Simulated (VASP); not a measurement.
Set up this calculation in VASP 6.6.1, as the native input.

```
Task                   : single point
Functional             : PBE
Potentials or basis    : VASP PAW PBE potentials, release 64 (Ba_sv, Re)
Cutoff                 : 520 eV
k mesh                 : 8 × 8 × 8
Occupations            : gaussian, width 0.05 eV
Spin                   : no spin polarisation
Dipole correction      : no
Further INCAR settings : ALGO = Normal; EDIFF = 1e-06; NBANDS = 16
```

The structure of BaRe lies in POSCAR:

```
BaRe
1.0
    3.6983541732      0.0000000000      0.0000000000
    0.0000000000      3.6983541732      0.0000000000
    0.0000000000      0.0000000000      3.6983541732
Ba Re
1 1
Direct
    0.0000000000      0.0000000000      0.0000000000
    0.5000000000      0.5000000000      0.5000000000
```

This cell differs from its parent crystal: volume scaled by 0.980.

One way to write it, as run:

INCAR

```
  PREC = Accurate
  ENCUT = 520
  EDIFF = 1E-6
  ISMEAR = 0
  SIGMA = 0.05
  LREAL = F
  LASPH = T
  NELM = 60
  ALGO = Normal
  ISIF = 2
  LWAVE = F
  LCHARG = T
  GGA = PE
  LELF = T
  LVHAR = T
  NBANDS = 16
```

KPOINTS

```
Automatic mesh
0
Gamma
  8 8 8
```

Potentials or basis: VASP PAW PBE potentials, release 64 (Ba_sv, Re).

Run with:

```console
$ cat potpaw_PBE.64/Ba_sv/POTCAR potpaw_PBE.64/Re/POTCAR > POTCAR
$ mpirun -np 1 vasp_std > vasp.out
```

It gave:

| Quantity | Value |
| --- | --- |
| Pressure | 2.7 GPa |

Wall time 16 s on 1 thread of Intel(R) Xeon(R) Platinum 8488C (Sapphire Rapids), on a shared host, peak memory 0.18 GiB.
